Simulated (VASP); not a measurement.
# Al5As (P4/mmm) in VASP: further runs

Runs on Al5As. Level: PBE. Tasks: single point.

Everything below comes from runs of VASP 6.6.1. Logs are shortened: lines on timing, memory, paths and dates and some standing lists are left out, and cuts for length are marked.

## (1) The cell of the first run

It takes space group P4/mmm (No. 123, tetragonal). Conventional cell: a = 5.606 Å, b = 5.606 Å, c = 3.818 Å, α = 90.00°, β = 90.00°, γ = 90.00°. Al (site symmetry m2m) has 1 As at 1.49 Å within 2.0 Å. Within 4.8 Å of Al (site symmetry 4/mmm) lie 18 Al at 3.64 to 3.82 Å and 8 As at 4.40 Å. Within 2.0 Å of As (site symmetry 4/mmm) lie 4 Al at 1.49 Å.

The cell was generated, and may not be a known phase.

## (2) Single point, PBE

Contents of INCAR:

```
PREC     = Accurate       # precision mode
ENCUT    = 520            # plane-wave cutoff, eV
EDIFF    = 1E-6           # SCF threshold, eV
ISMEAR   = 0              # smearing method
SIGMA    = 0.1            # smearing width, eV
LREAL    = False          # projectors in reciprocal space
LASPH    = True           # aspherical terms in the spheres
NELM     = 80             # most SCF steps
ALGO     = Fast           # electronic algorithm
ISIF     = 2              # what is computed and relaxed
LWAVE    = False          # write WAVECAR
LCHARG   = True           # write CHGCAR
GGA      = PE             # functional
LELF     = True           # ELF
LVHAR    = True         
NBANDS   = 19             # bands
```

Contents of KPOINTS:

```
regular mesh
0
Gamma
  4 4 4
```

Contents of POSCAR:

```
Al5As
1.0
    5.6055759200      0.0000000000      0.0000000000
    0.0000000000      5.6055759200      0.0000000000
    0.0000000000      0.0000000000      3.8181133800
Al As
5 1
Direct
    0.2349447400      0.5000000000      0.0000000000
    0.7650552600      0.5000000000      0.0000000000
    0.5000000000      0.2349447400      0.0000000000
    0.5000000000      0.7650552600      0.0000000000
    0.0000000000      0.0000000000      0.5000000000
    0.5000000000      0.5000000000      0.0000000000
```

Potentials or basis: VASP PAW PBE potentials, release 64 (Al, As).

Launch:

```
cat potpaw_PBE.64/Al/POTCAR potpaw_PBE.64/As/POTCAR > POTCAR
mpirun -np 1 vasp_std > vasp.out
```

OUTCAR:

```text
PREC = Accurate
   ENCUT = 520
   EDIFF = 1E-6
   ISMEAR = 0
   LREAL = False
   LASPH = True
   NELM = 80
   ISIF = 2
   GGA = PE

 ion  position               nearest neighbor table
   1  0.235  0.500  0.000-   6 1.49   4 2.10   3 2.10   2 2.63   2 2.97
   2  0.765  0.500  0.000-   6 1.49   4 2.10   3 2.10   1 2.63   1 2.97
   3  0.500  0.235  0.000-   6 1.49   2 2.10   1 2.10   4 2.63   4 2.97
   4  0.500  0.765  0.000-   6 1.49   2 2.10   1 2.10   3 2.63   3 2.97
   5  0.000  0.000  0.500-
   6  0.500  0.500  0.000-   1 1.49   2 1.49   3 1.49   4 1.49

 -----------------------------------------------------------------------------
|                                                                             |
|           W    W    AA    RRRRR   N    N  II  N    N   GGGG   !!!           |
|           W    W   A  A   R    R  NN   N  II  NN   N  G    G  !!!           |
|           W    W  A    A  R    R  N N  N  II  N N  N  G       !!!           |
|           W WW W  AAAAAA  RRRRR   N  N N  II  N  N N  G  GGG   !            |
|           WW  WW  A    A  R   R   N   NN  II  N   NN  G    G                |
|           W    W  A    A  R    R  N    N  II  N    N   GGGG   !!!           |
|                                                                             |
|     The distance between some ions is very small. Please check the          |
|     nearest-neighbor list in the OUTCAR file.                               |
|     I HOPE YOU KNOW WHAT YOU ARE DOING!                                     |
|                                                                             |
 -----------------------------------------------------------------------------

  LATTYP: Found a simple tetragonal cell.
 ALAT       =     5.6055759200
 C/A-ratio  =     0.6811277618

  Lattice vectors:

 A1 = (   5.6055759200,   0.0000000000,   0.0000000000)
 A2 = (   0.0000000000,   5.6055759200,   0.0000000000)
 A3 = (   0.0000000000,   0.0000000000,   3.8181133800)

Analysis of symmetry for initial positions (statically):
=====================================================================
 Subroutine PRICEL returns:
 Original cell was already a primitive cell.

 Routine SETGRP: Setting up the symmetry group for a
 simple tetragonal supercell.

 Subroutine GETGRP returns: Found 16 space group operations
 (whereof 16 operations were pure point group operations)
 out of a pool of 16 trial point group operations.

The static configuration has the point symmetry D_4h.

Analysis of symmetry for dynamics (positions and initial velocities):
=====================================================================
 Subroutine PRICEL returns:
 Original cell was already a primitive cell.

[... 120 lines left out ...]
   NUPDOWN=      -1.0000    fix difference up-down
   EMIN   =  10.00;   EMAX   =-10.00  energy-range for DOS
   EFERMI =   0.00;   METHOD = LEGACY
   ISMEAR =     0;   SIGMA  =   0.10  broadening in eV -4-tet -1-fermi 0-gaus
   EFERMI_NEDOS =   21; number of points for ismear=-14 and -15
   IALGO  =     68    algorithm
   IMIX   =      4    mixing-type and parameters
     AMIX     =   0.40;   BMIX     =  1.00
     AMIX_MAG =   1.60;   BMIX_MAG =  1.00
  volume/ion in A,a.u.               =      20.00       134.94
  Fermi-wavevector in a.u.,A,eV,Ry     =   0.900994  1.702631 11.045067  0.811790
  Thomas-Fermi vector in A             =   2.024020
   LORBIT       =      0    0 simple, 1 ext, 2 COOP (PROOUT), +10 PAW based schemes
   GGA     = PE    functional components
   LHFCALC =     F    Hartree Fock is set to
   AEXX    =    0.0000 exact exchange contribution
   IVDW    =     0    specifies the selected vdW correction
   LEPSILON=     F    determine dielectric tensor
   LRPA    =     F    only Hartree local field effects (RPA)
 non-spin polarized calculation
 RMM-DIIS sequential band-by-band and
 Gauss-broadening in eV      SIGMA  =   0.10
  energy-cutoff  :      520.00
  volume of cell :      119.97
 maximum number of plane-waves:      3275
 NGX is ok and might be reduce to    42
   NGX = 21   NGY = 21   NGZ = 15

 number of electron      20.0000000 magnetization

 Free energy of the ion-electron system (eV)
  ---------------------------------------------------
  ext. energy  EPLUGINS =         0.00000000
  ---------------------------------------------------
  free energy    TOTEN  =        37.91497509 eV

  energy without entropy =       37.93043178  energy(sigma->0) =       37.92270343

 E-fermi :   5.8699     XC(G=0):  -9.1052

 val. band max:        5.8038975464   @ k =   0.5000   0.0000   0.2500
 cond. band min:       5.8704831872   @ k =   0.2500   0.2500   0.0000
 fundamental gap:      0.0665856408
 Fermi energy:         5.8699176226

 k-point     1 :       0.0000    0.0000    0.0000
  band No.  band energies     occupation
      1     -12.0689      2.00000
      2      -3.6543      2.00000
      3      -3.6543      2.00000
      4      -1.4561      2.00000
      5      -1.0077      2.00000
      6       1.7208      2.00000
[... 373 lines left out ...]
      6       2.4562      2.00000
[... 11 lines left out ...]
     18      10.2614      0.00000
     19      11.2853      0.00000

------------------------ aborting loop because EDIFF is reached ----------------------------------------

  FORCE on cell =-STRESS in cart. coord.  units (eV):
  Direction    XX          YY          ZZ          XY          YZ          ZX
  --------------------------------------------------------------------------------------
  -------------------------------------------------------------------------------------
  Total      163.1744919    163.1744919     -6.2131994      0.0000000      0.0000000      0.0000000
  in kB     2179.0818978   2179.0818978    -82.9729579      0.0000000      0.0000000      0.0000000
  external PRESSURE =    1425.0636126 kB  Pullay stress =       0.0000000 kB

 VOLUME and BASIS-vectors are now :
 -----------------------------------------------------------------------------
  energy-cutoff  :      520.00
  volume of cell :      119.97
      direct lattice vectors                 reciprocal lattice vectors
     5.605575920  0.000000000  0.000000000     0.178393802  0.000000000  0.000000000
     0.000000000  5.605575920  0.000000000     0.000000000  0.178393802  0.000000000
     0.000000000  0.000000000  3.818113380     0.000000000  0.000000000  0.261909456

 POSITION                                       TOTAL-FORCE (eV/Angst)
 -----------------------------------------------------------------------------------
      1.31700      2.80279      0.00000       -57.018316      0.000000      0.000000
      4.28858      2.80279      0.00000        57.018316     -0.000000     -0.000000
      2.80279      1.31700      0.00000         0.000000    -57.018316      0.000000
      2.80279      4.28858      0.00000        -0.000000     57.018316      0.000000
      0.00000      0.00000      1.90906        -0.000000      0.000000      0.000000
      2.80279      2.80279      0.00000        -0.000000      0.000000      0.000000
 -----------------------------------------------------------------------------------
    total drift:                                0.000000     -0.000000     -0.000000

  FREE ENERGIE OF THE ION-ELECTRON SYSTEM (eV)
  ---------------------------------------------------
  free  energy   TOTEN  =        37.9149750861 eV

  energy  without entropy=       37.9304317827  energy(sigma->0) =       37.92270343
```

OSZICAR:

```text
N       E                     dE             d eps       ncg     rms          rms(c)
DAV:   1     0.119931296258E+03    0.11993E+03   -0.73722E+03   684   0.835E+02
DAV:   2     0.356963122271E+02   -0.84235E+02   -0.80428E+02   866   0.139E+02
DAV:   3     0.287684741204E+02   -0.69278E+01   -0.68730E+01   917   0.411E+01
[... 12 lines left out ...]
RMM:  16     0.379148352597E+02    0.11868E-03   -0.47520E-05   788   0.366E-02    0.111E+00
RMM:  17     0.379149746581E+02    0.13940E-03   -0.21752E-04   857   0.535E-02    0.376E-01
RMM:  18     0.379149773718E+02    0.27137E-05   -0.52276E-05   821   0.308E-02    0.118E-01
RMM:  19     0.379149760595E+02   -0.13123E-05   -0.46569E-06   804   0.128E-02    0.435E-02
RMM:  20     0.379149750861E+02   -0.97334E-06   -0.10418E-06   519   0.613E-03
   1 F= 0.37914975E+02 E0= 0.37922703E+02  d E =-.154567E-01
```

stdout:

```text
POSCAR found type information on POSCAR AlAs
 POSCAR found :  2 types and       6 ions
 scaLAPACK will be used
 LDA part: xc-table for (Slater+PW92), standard interpolation
 -----------------------------------------------------------------------------
|                                                                             |
|           W    W    AA    RRRRR   N    N  II  N    N   GGGG   !!!           |
|           W    W   A  A   R    R  NN   N  II  NN   N  G    G  !!!           |
|           W    W  A    A  R    R  N N  N  II  N N  N  G       !!!           |
|           W WW W  AAAAAA  RRRRR   N  N N  II  N  N N  G  GGG   !            |
|           WW  WW  A    A  R   R   N   NN  II  N   NN  G    G                |
|           W    W  A    A  R    R  N    N  II  N    N   GGGG   !!!           |
|                                                                             |
|     The distance between some ions is very small. Please check the          |
|     nearest-neighbor list in the OUTCAR file.                               |
|     I HOPE YOU KNOW WHAT YOU ARE DOING!                                     |
|                                                                             |
 -----------------------------------------------------------------------------

 POSCAR, INCAR and KPOINTS ok, starting setup
 FFT: planning ... GRIDC
 FFT: planning ... GRID_SOFT
 FFT: planning ... GRID
 WAVECAR not read
 entering main loop
```

It took 27 s on 1 thread of Intel Xeon 6975P-C (Granite Rapids), shared host; peak memory 0.22 GiB.

What came out:

- Free energy: 37.9150 eV
- Pressure: 142.5 GPa
- Largest force: 57.018 eV/Å
- Band gap on the k mesh: zero (bands 10 and 11 overlap by 2.17 eV)

Forces in eV/Å, atoms in the order of the input:
```
Al  -57.018   0.000   0.000
Al   57.018   0.000   0.000
Al    0.000 -57.018   0.000
Al    0.000  57.018   0.000
Al    0.000   0.000   0.000
As    0.000   0.000   0.000
```

Levels at points of the mesh, in eV from the Fermi level:
```tsv
k point	band 6	band 7	band 8	band 9	band 10	band 11	band 12	band 13	band 14	band 15
(0.00, 0.00, 0.00)	-4.15	-2.64	-1.61	-1.05	-1.05	1.21	1.96	1.96	2.68	3.50
(0.50, 0.00, 0.00)	-5.12	-3.59	-2.09	-0.14	0.96	1.75	1.82	2.03	2.07	3.12
(0.50, 0.50, 0.00)	-3.58	-3.58	-1.84	-1.18	1.26	1.26	2.36	2.36	2.38	2.60
(0.00, 0.00, 0.50)	-3.72	-3.01	-2.14	-1.48	-1.48	0.43	0.91	0.91	1.46	2.24
(0.50, 0.00, 0.50)	-4.02	-2.99	-2.73	-1.05	-0.94	-0.49	-0.17	0.77	1.46	3.33
(0.50, 0.50, 0.50)	-3.41	-2.82	-2.82	-2.43	-2.43	-0.30	0.86	3.23	3.28	3.28
```

Caveat: the k points lie up to 0.41 Å⁻¹ apart, too coarse for converged energies and pressures of a metal; atoms lie so close that the PAW spheres overlap strongly, which falsifies energies and pressures; forces of over 1 eV/Å act on the atoms, so gaps and moduli don't describe the material at rest.

(Continued in part 2 of 2.)

The gap in the log of VASP goes by the Fermi energy; the results here count the filled bands.